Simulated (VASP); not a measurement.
Write the native input for VASP 6.6.1 that does the following.

```
Task                   : single point
Functional             : PBEsol
Dispersion             : D3(BJ)
Potentials or basis    : VASP PAW PBE potentials, release 64 (Sn_d, O)
Cutoff                 : 520 eV
k mesh                 : 12 × 12 × 10
Occupations            : gaussian, width 0.1 eV
Spin                   : no spin polarisation
Dipole correction      : no
Further INCAR settings : ALGO = Normal; EDIFF = 1e-07; NBANDS = 28
```

The structure of SnO lies in POSCAR:

```
SnO
1.0
    3.8235898332      0.0000000000      0.0000000000
    0.0000000000      3.8235898332      0.0000000000
    0.0000000000      0.0000000000      4.8811016218
Sn O
2 2
Direct
    0.5000000000      0.0000000000      0.2359048331
    0.0000000000      0.5000000000      0.7640951669
    0.0000000000      0.0000000000      0.0000000000
    0.5000000000      0.5000000000      0.0000000000
```

One way to write it, as run:

INCAR

```
SYSTEM = SnO
PREC = Accurate
ENCUT = 520
EDIFF = 1E-7
ISMEAR = 0
SIGMA = 0.1
LREAL = .False.
LASPH = .True.
NELM = 100
ALGO = Normal
ISIF = 2
LWAVE = .False.
LCHARG = .False.
GGA = PS
IVDW = 12
NBANDS = 28
```

KPOINTS

```
regular mesh
0
Gamma
  12 12 10
  0 0 0
```

Potentials or basis: VASP PAW PBE potentials, release 64 (Sn_d, O).

Command:

```bash
$ cat potpaw_PBE.64/Sn_d/POTCAR potpaw_PBE.64/O/POTCAR > POTCAR
$ mpirun -np 1 vasp_std > vasp.out
```

It gave:

```
Pressure                   : -2.9 GPa
Largest force              : 0.079 eV/Å
Band gap on the k mesh     : 0.14 eV (least direct gap 1.94 eV)
Dispersion energy per atom : -0.211 eV
```

Caveat: semilocal functionals underestimate gaps, and a narrow one can read as zero; the PAW data sets were made with another functional, which shifts forces and pressure a little; spin-orbit coupling is left out, which moves the levels of the heavy elements.

It took 7.6 min on 1 thread of Intel Xeon 8259CL, with other jobs on the host, peak memory 0.39 GiB.
